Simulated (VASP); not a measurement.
# WS2 in VASP: single point with PBE+D3(BJ)

Aim: the single point of WS2 with PBE+D3(BJ).

All numbers are computed with VASP 6.6.1; they aren't measurements. Logs are shortened: lines on timing, memory, paths and dates and some standing lists are left out, and cuts for length are marked.

## 1. The cell of the first run

The cell holds a slab with vacuum, 3 atoms: a = 3.160 Å, b = 3.160 Å, c = 16.940 Å, α = 90.00°, β = 90.00°, γ = 120.00°.

## 2. Single point, PBE+D3(BJ)

INCAR

```
SYSTEM = WS2
ALGO = Normal
EDIFF = 1E-7
ENCUT = 520
GGA = PE
ISIF = 2
ISMEAR = 0
IVDW = 12
LASPH = .True.
LCHARG = .False.
LREAL = .False.
LWAVE = .False.
NBANDS = 20
NELM = 60
PREC = Accurate
SIGMA = 0.05
```

KPOINTS

```
k-points
0
Gamma
  12 12 2
  0 0 0
```

POSCAR

```
WS2
1.0
    3.1598870966      0.0000000000      0.0000000000
   -1.5799435483      2.7365424987      0.0000000000
    0.0000000000      0.0000000000     16.9398491549
W S
1 2
Direct
    0.3333333333      0.6666666667      0.0000000000
    0.6666666667      0.3333333333      0.9069649217
    0.6666666667      0.3333333333      0.0930350783
```

Potentials or basis: VASP PAW PBE potentials, release 64 (W_sv, S).

Command:

```console
cat potpaw_PBE.64/W_sv/POTCAR potpaw_PBE.64/S/POTCAR > POTCAR
mpirun -np 1 vasp_std > vasp.out
```

OUTCAR:

```text
SYSTEM = WS2
   EDIFF = 1E-7
   ENCUT = 520
   GGA = PE
   ISIF = 2
   ISMEAR = 0
   IVDW = 12
   LASPH = .True.
   LREAL = .False.
   NELM = 60
   PREC = Accurate
 IVDW          = 12

 ion  position               nearest neighbor table
   1  0.333  0.667  0.000-   2 2.41   3 2.41   2 2.41   3 2.41   2 2.41   3 2.41
   2  0.667  0.333  0.907-   1 2.41   1 2.41   1 2.41
   3  0.667  0.333  0.093-   1 2.41   1 2.41   1 2.41

  LATTYP: Found a hexagonal cell.
 ALAT       =     3.1598870966
 C/A-ratio  =     5.3609032972

  Lattice vectors:

 A1 = (   3.1598870966,   0.0000000000,   0.0000000000)
 A2 = (  -1.5799435483,   2.7365424987,   0.0000000000)
 A3 = (   0.0000000000,   0.0000000000,  16.9398491549)

Analysis of symmetry for initial positions (statically):
=====================================================================
 Subroutine PRICEL returns:
 Original cell was already a primitive cell.

 Routine SETGRP: Setting up the symmetry group for a
 hexagonal supercell.

 Subroutine GETGRP returns: Found 12 space group operations
 (whereof 12 operations were pure point group operations)
 out of a pool of 24 trial point group operations.

The static configuration has the point symmetry D_3h.

Analysis of symmetry for dynamics (positions and initial velocities):
=====================================================================
 Subroutine PRICEL returns:
 Original cell was already a primitive cell.

 Routine SETGRP: Setting up the symmetry group for a
 hexagonal supercell.

 Subroutine GETGRP returns: Found 12 space group operations
 (whereof 12 operations were pure point group operations)
 out of a pool of 24 trial point group operations.

The dynamic configuration has the point symmetry D_3h.

 Subroutine INISYM returns: Found 12 space group operations
 (whereof 12 operations are pure point group operations),
 and found     1 'primitive' translations

----------------------------------------------------------------------------------------

                                     Primitive cell

  volume of cell :     146.4817

  direct lattice vectors                    reciprocal lattice vectors
     3.159887097  0.000000000  0.000000000     0.316467003  0.182712310  0.000000000
    -1.579943548  2.736542499  0.000000000     0.000000000  0.365424619  0.000000000
     0.000000000  0.000000000 16.939849155     0.000000000  0.000000000  0.059032403

  length of vectors
     3.159887097  3.159887097 16.939849155     0.365424619  0.365424619  0.059032403

  position of ions in fractional coordinates (direct lattice)
     0.333333333  0.666666667  0.000000000
     0.666666667  0.333333333  0.906964922
     0.666666667  0.333333333  0.093035078

  ion indices of the primitive-cell ions
   primitive index   ion index
                 1           1
                 2           2
                 3           3

----------------------------------------------------------------------------------------

 KPOINTS: k-points

Automatic generation of k-mesh.
 Grid dimensions read from file:
 generate k-points for:   12   12    2

 Generating k-lattice:

  Cartesian coordinates                     Fractional coordinates (reciprocal lattice)
     0.026372250  0.015226026  0.000000000     0.083333333  0.000000000  0.000000000
     0.000000000  0.030452052  0.000000000     0.000000000  0.083333333  0.000000000
     0.000000000  0.000000000  0.029516201     0.000000000  0.000000000  0.500000000

  Length of vectors
     0.030452052  0.030452052  0.029516201

  Shift w.r.t. Gamma in fractional coordinates (k-lattice)
     0.000000000  0.000000000  0.000000000

 Subroutine IBZKPT returns following result:
 ===========================================

 Found     38 irreducible k-points:

 Following reciprocal coordinates:
            Coordinates               Weight
  0.000000  0.000000  0.000000      1.000000
  0.083333 -0.000000  0.000000      6.000000
  0.166667 -0.000000  0.000000      6.000000
  0.250000 -0.000000  0.000000      6.000000
  0.333333 -0.000000  0.000000      6.000000
  0.416667 -0.000000  0.000000      6.000000
[... 16 lines left out ...]
  0.250000 -0.000000  0.500000      6.000000
  0.333333 -0.000000  0.500000      6.000000
 [... further k-points ...]
   k-points           NKPTS =     38   k-points in BZ     NKDIM =     38   number of bands    NBANDS=     20
   number of dos      NEDOS =    301   number of ions     NIONS =      3
   total plane-waves  NPLWV =  72576
   dimension x,y,z NGX =    24 NGY =   24 NGZ =  126
   dimension x,y,z NGXF=    48 NGYF=   48 NGZF=  252
   ions per type =               1   2
   NGX,Y,Z   is equivalent  to a cutoff of  12.63, 12.63, 12.37 a.u.
   NGXF,Y,Z  is equivalent  to a cutoff of  25.25, 25.25, 24.73 a.u.
 SYSTEM =  WS2
   PREC   = accura    normal or accurate (medium, high low for compatibility)
   ISTART =      0    job   : 0-new  1-cont  2-samecut
   ICHARG =      2    charge: 1-file 2-atom 10-const
   ISPIN  =      1    spin polarized calculation?
   LNONCOLLINEAR =      F non collinear calculations
   LSORBIT =      F    spin-orbit coupling
   LASPH  =      T    aspherical Exc in radial PAW
   ENCUT  =  520.0 eV  38.22 Ry    6.18 a.u.   5.88  5.88 31.50*2*pi/ulx,y,z
   NELM   =     60;   NELMIN=  2; NELMDL= -5     # of ELM steps
   EDIFF  = 0.1E-06   stopping-criterion for ELM
   LREAL  =      F    real-space projection
   EDIFFG = 0.1E-05   stopping-criterion for IOM
   NSW    =      0    number of steps for IOM
   IBRION =     -1    ionic relax: 0-MD 1-quasi-New 2-CG
   NFREE  =      0    steps in history (QN), initial steepest desc. (CG)
   ISIF   =      2    stress and relaxation
   ISYM   =      2    0-nonsym 1-usesym 2-fastsym
   POTIM  = 0.5000    time-step for ionic-motion
   TEBEG  =    0.0;   TEEND  =   0.0 temperature during run
   PSTRESS=    0.0 pullay stress
   NELECT =      26.0000    total number of electrons
   NUPDOWN=      -1.0000    fix difference up-down
   EMIN   =  10.00;   EMAX   =-10.00  energy-range for DOS
   EFERMI =   0.00;   METHOD = LEGACY
   ISMEAR =     0;   SIGMA  =   0.05  broadening in eV -4-tet -1-fermi 0-gaus
   EFERMI_NEDOS =   21; number of points for ismear=-14 and -15
   IALGO  =     38    algorithm
   IMIX   =      4    mixing-type and parameters
     AMIX     =   0.40;   BMIX     =  1.00
     AMIX_MAG =   1.60;   BMIX_MAG =  1.00
  volume/ion in A,a.u.               =      48.83       329.50
  Fermi-wavevector in a.u.,A,eV,Ry     =   0.920036  1.738616 11.516874  0.846466
  Thomas-Fermi vector in A             =   2.045297
   LORBIT       =      0    0 simple, 1 ext, 2 COOP (PROOUT), +10 PAW based schemes
   GGA     = PE    functional components
   LHFCALC =     F    Hartree Fock is set to
   AEXX    =    0.0000 exact exchange contribution
   IVDW    =    12    specifies the selected vdW correction
   LEPSILON=     F    determine dielectric tensor
   LRPA    =     F    only Hartree local field effects (RPA)
 non-spin polarized calculation
 Gauss-broadening in eV      SIGMA  =   0.05
  energy-cutoff  :      520.00
  volume of cell :      146.48
 maximum number of plane-waves:      3986
 NGX is ok and might be reduce to    24
   NGX = 11   NGY = 11   NGZ = 63

 number of electron      25.9999999 magnetization

 Free energy of the ion-electron system (eV)
  ---------------------------------------------------
  ext. energy  EPLUGINS =         0.00000000
  ---------------------------------------------------
  free energy    TOTEN  =       -23.66671981 eV

  energy without entropy =      -23.66671981  energy(sigma->0) =      -23.66671981

 E-fermi :  -0.7105     XC(G=0):  -4.5873

 val. band max:       -1.1115670227   @ k =   0.3333   0.3333   0.0000
 cond. band min:       0.8101251073   @ k =   0.3333   0.3333   0.0000
 fundamental gap:      1.9216921300
 Fermi energy:        -0.7104526961

 k-point     1 :       0.0000    0.0000    0.0000
  band No.  band energies     occupation
      1     -75.1199      2.00000
      2     -39.3708      2.00000
      3     -39.1975      2.00000
      4     -39.1975      2.00000
      5     -15.9327      2.00000
      6     -14.3090      2.00000
[... 12 lines left out ...]
     19       4.3044      0.00000
     20       4.5055      0.00000

 k-point     2 :       0.0833   -0.0000    0.0000
  band No.  band energies     occupation
      1     -75.1186      2.00000
      2     -39.3664      2.00000
      3     -39.2220      2.00000
      4     -39.2032      2.00000
      5     -15.8154      2.00000
      6     -14.2648      2.00000
[... 12 lines left out ...]
     19       4.4447      0.00000
     20       4.9192      0.00000

 k-point     3 :       0.1667   -0.0000    0.0000
  band No.  band energies     occupation
      1     -75.1152      2.00000
      2     -39.3544      2.00000
      3     -39.2884      2.00000
      4     -39.2187      2.00000
      5     -15.4810      2.00000
      6     -14.1393      2.00000
[... 12 lines left out ...]
     19       4.8477      0.00000
     20       5.7341      0.00000

 k-point     4 :       0.2500   -0.0000    0.0000
  band No.  band energies     occupation
      1     -75.1106      2.00000
      2     -39.3779      2.00000
      3     -39.3379      2.00000
      4     -39.2398      2.00000
      5     -14.9831      2.00000
      6     -13.9545      2.00000
[... 12 lines left out ...]
     19       5.4591      0.00000
     20       6.2368      0.00000

 k-point     5 :       0.3333   -0.0000    0.0000
  band No.  band energies     occupation
      1     -75.1060      2.00000
      2     -39.4661      2.00000
      3     -39.3213      2.00000
      4     -39.2608      2.00000
      5     -14.4178      2.00000
      6     -13.7507      2.00000
[... 12 lines left out ...]
     19       6.1006      0.00000
     20       6.1612      0.00000
[... 353 lines left out ...]
      6     -14.2648      2.00000
[... 12 lines left out ...]
     19       4.2379      0.00000
     20       5.0814      0.00000

 k-point    22 :       0.1667   -0.0000    0.5000
  band No.  band energies     occupation
      1     -75.1152      2.00000
      2     -39.3544      2.00000
      3     -39.2884      2.00000
      4     -39.2187      2.00000
      5     -15.4810      2.00000
      6     -14.1393      2.00000
[... 12 lines left out ...]
     19       4.7288      0.00000
     20       6.0525      0.00000

 k-point    23 :       0.2500   -0.0000    0.5000
  band No.  band energies     occupation
      1     -75.1106      2.00000
      2     -39.3779      2.00000
      3     -39.3379      2.00000
      4     -39.2398      2.00000
      5     -14.9831      2.00000
      6     -13.9545      2.00000
[... 12 lines left out ...]
     19       5.2879      0.00000
     20       6.6235      0.00000

 k-point    24 :       0.3333   -0.0000    0.5000
  band No.  band energies     occupation
      1     -75.1060      2.00000
      2     -39.4661      2.00000
      3     -39.3213      2.00000
      4     -39.2608      2.00000
      5     -14.4178      2.00000
      6     -13.7507      2.00000
[... 12 lines left out ...]
     19       6.0235      0.00000
     20       6.2369      0.00000

 [... further k-points ...]

------------------------ aborting loop because EDIFF is reached ----------------------------------------

 Edisp (eV)   -0.93215

 E8    (eV) :    -0.4184

  FORCE on cell =-STRESS in cart. coord.  units (eV):
  Direction    XX          YY          ZZ          XY          YZ          ZX
  --------------------------------------------------------------------------------------
  -------------------------------------------------------------------------------------
  Total      -0.02855    -0.02855    -0.03463     0.00000     0.00000    -0.00000
  in kB      -0.31222    -0.31222    -0.37883     0.00000     0.00000    -0.00000
  external pressure =       -0.33 kB  Pullay stress =        0.00 kB

 VOLUME and BASIS-vectors are now :
 -----------------------------------------------------------------------------
  energy-cutoff  :      520.00
  volume of cell :      146.48
      direct lattice vectors                 reciprocal lattice vectors
     3.159887097  0.000000000  0.000000000     0.316467003  0.182712310  0.000000000
    -1.579943548  2.736542499  0.000000000     0.000000000  0.365424619  0.000000000
     0.000000000  0.000000000 16.939849155     0.000000000  0.000000000  0.059032403

 POSITION                                       TOTAL-FORCE (eV/Angst)
 -----------------------------------------------------------------------------------
     -0.00000      1.82436      0.00000        -0.000000     -0.000000      0.000000
      1.57994      0.91218     15.36385         0.000000      0.000000     -0.001771
      1.57994      0.91218      1.57600         0.000000     -0.000000      0.001771
 -----------------------------------------------------------------------------------
    total drift:                               -0.000000      0.000000      0.000000

  FREE ENERGIE OF THE ION-ELECTRON SYSTEM (eV)
  ---------------------------------------------------
  free  energy   TOTEN  =       -24.5988711021 eV

  energy  without entropy=      -24.5988711021  energy(sigma->0) =      -24.59887110
```

Run time: 4.7 min. Hardware: 1 thread of AMD EPYC 7R13, shared host; peak memory 0.28 GiB.

What came out:

| Quantity | Value |
| --- | --- |
| Free energy | -24.5989 eV |
| Band gap on the k mesh | 1.92 eV |
| Dispersion energy per atom | -0.311 eV |

Caveat: there is no dipole correction, which matters where the two faces differ; spin-orbit coupling is left out, which moves the levels of the heavy elements.
